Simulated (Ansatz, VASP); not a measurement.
**Two plane-wave programs on NaF**

```xyz
2
Lattice="0.0000 2.3505 2.3505 2.3505 0.0000 2.3505 2.3505 2.3505 0.0000" Properties=species:S:1:pos:R:3 pbc="T T T"
Na    0.0000    0.0000    0.0000
F     2.3505    2.3505    2.3505
```

Alike in both runs: functional PBE; k mesh 8 × 8 × 8; occupations gaussian, width 0.02 eV; no spin polarisation.

Ansatz relaxed the structure, and its values are those at the end. VASP's run is a single point on that final structure, the one shown.

|  | VASP | Ansatz |
| --- | --- | --- |
| version | VASP 6.6.1 | Ansatz 0.2.0 |
| potentials or method | VASP PAW PBE potentials, release 64 (Na_pv, F), cutoff 600 eV | scalar-relativistic, plane waves, PAW |
| valence electrons in the cell | 14 | 16 |

|  | VASP | Ansatz | Ansatz less VASP |
| --- | --- | --- | --- |
| gap on the k mesh at the Fermi level (eV) | 6.07 | 6.09 | +0.013 |
| least direct gap on the mesh (eV) | 6.07 | 6.09 | +0.013 |
| pressure (GPa) | -0.3 | 0.0 | +0.25 |

VASP's potentials hold 14 valence electrons a cell and Ansatz's 16, so a difference there can come from the potentials and not from the codes.
